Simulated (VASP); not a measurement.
GaP, 2 atoms in the cell. It takes space group I-4m2 (No. 119, tetragonal). The conventional cell has a = 3.854 Å, b = 3.854 Å, c = 5.532 Å, α = 90.00°, β = 90.00°, γ = 90.00°. Within 3.1 Å of Ga (site symmetry -4m2) lie 4 P at 2.37 Å. P (site symmetry -4m2) has 4 Ga at 2.37 Å within 3.1 Å.  This cell differs from its parent crystal: strain +0.0150 x Voigt [0, 1, 0, 0, 0, 0].

```yaml
Program: VASP 6.6.1
Task: single point
Functional: PBE
Potentials_or_basis: VASP PAW PBE potentials, release 64 (Ga_d, P)
Cutoff: 520 eV
k_mesh: 8 × 8 × 8
Occupations: gaussian, width 0.05 eV
Spin: no spin polarisation
Dipole_correction: no
Further_INCAR_settings: ALGO = Normal; EDIFF = 1e-07; NBANDS = 16
```

Potentials or basis: VASP PAW PBE potentials, release 64 (Ga_d, P).

The run is started by

```bash
$ cat potpaw_PBE.64/Ga_d/POTCAR potpaw_PBE.64/P/POTCAR > POTCAR
$ mpirun -np 1 vasp_std > vasp.out
```

Hardware: 1 thread of Intel(R) Xeon(R) Platinum 8488C (Sapphire Rapids), on a shared host.

Q: Estimate the wall time of this run.

A: Run time: 51 s on 1 thread of Intel(R) Xeon(R) Platinum 8488C (Sapphire Rapids), on a shared host, peak memory 0.19 GiB. Counts: scf iterations 14, k points 59.
